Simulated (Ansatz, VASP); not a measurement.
One calculation of Pb, two programs

```xyz
2
Lattice="3.4800 -0.0174 -0.0174 -1.7551 3.0225 -0.0064 -0.0279 -0.0279 5.5900" Properties=species:S:1:pos:R:3 pbc="T T T"
Pb   -0.0170    2.0022    1.3875
Pb    1.7140    0.9749    4.1788
```

Change from the starting cell: equal xy, yz and zx shear strains of -1 %.

Alike in both runs: task single point; functional PBEsol; k mesh 12 × 12 × 7; occupations fermi-dirac, width 0.05 eV; no spin polarisation.

|  | VASP | Ansatz |
| --- | --- | --- |
| version | VASP 6.6.1 | Ansatz 0.2.0 |
| potentials or method | VASP PAW PBE potentials, release 64 (Pb_d), cutoff 520 eV | all-electron LAPW, scalar-relativistic |

VASP gave:

- pressure (GPa): 0.8
- traceless stress, the component that is largest in VASP (GPa): 0.16

Problem. What did Ansatz give for the same quantities?

Solution. Pressure (GPa): 0.9; traceless stress, the component that is largest in VASP (GPa): 0.13.

VASP's potentials were made for PBE, not for PBEsol. Ansatz ran all-electron here, and VASP with PAW potentials.

Spin-orbit coupling is off throughout.
